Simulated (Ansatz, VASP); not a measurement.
## Re: VASP beside Ansatz

INCAR

```
  ALGO = Normal
  EDIFF = 1E-6
  ENCUT = 520
  GGA = PE
  ISIF = 2
  ISMEAR = -1
  LASPH = T
  LCHARG = F
  LREAL = F
  LWAVE = F
  NBANDS = 10
  NELM = 60
  PREC = Accurate
  SIGMA = 0.03
```

Contents of KPOINTS:

```
k-points
0
Gamma
  14 14 14
```

The input POSCAR:

```
Re
1.0
    0.0000000000      1.9750000000      2.0145000000
    1.9750000000      0.0000000000      2.0145000000
    1.9750000000      1.9750000000      0.0000000000
Re
1
Direct
    0.0000000000      0.0000000000      0.0000000000
```

Input for Ansatz:

```yaml
crystal:
  lattice:
    - [0.0, 1.975, 2.0145]
    - [1.975, 0.0, 2.0145]
    - [1.975, 1.975, 0.0]
  atoms:
    - { symbol: Re, position: [0.0, 0.0, 0.0] }
kpoints:
  mp_grid: { grid: [14, 14, 14] }
  band_path:
    path:
      - [0.0, 0.0, 0.0]
      - [0.0, 0.5, 0.5]
      - [0.25, 0.75, 0.5]
      - [0.0, 0.5, 0.0]
      - [0.0, 0.0, 0.0]
      - [0.5, 0.5, 0.0]
      - [0.3701460977, 0.6298539023, 0.0]
      - [-0.3701460977, 0.3701460977, 0.0]
      - [0.0, 0.0, 0.0]
    npoints: 5
scf:
  occupations: { method: fermi_dirac, width: 0.03 }
hamiltonian:
  xc: pbe
  pseudopotentials: { kind: all_electron, lapw: { basis_error: 0.001 } }
output:
  forces: true
  stress: true
  eigenvalues: true
```

Change from the starting cell: zz strain of +2 %.

Alike in both runs: task single point; functional PBE; k mesh 14 × 14 × 14; occupations fermi-dirac, width 0.03 eV; no spin polarisation.

|  | VASP | Ansatz |
| --- | --- | --- |
| version | VASP 6.6.1 | Ansatz 0.2.0 |
| potentials or method | VASP PAW PBE potentials, release 64 (Re), cutoff 520 eV | all-electron LAPW, scalar-relativistic |

|  | VASP | Ansatz | Ansatz less VASP |
| --- | --- | --- | --- |
| pressure (GPa) | -15.9 | -15.0 | +0.88 |
| traceless stress, the component that is largest in VASP (GPa) | -2.75 | -2.74 | +0.015 |

Ansatz ran all-electron here, and VASP with PAW potentials.

Spin-orbit coupling is off throughout.
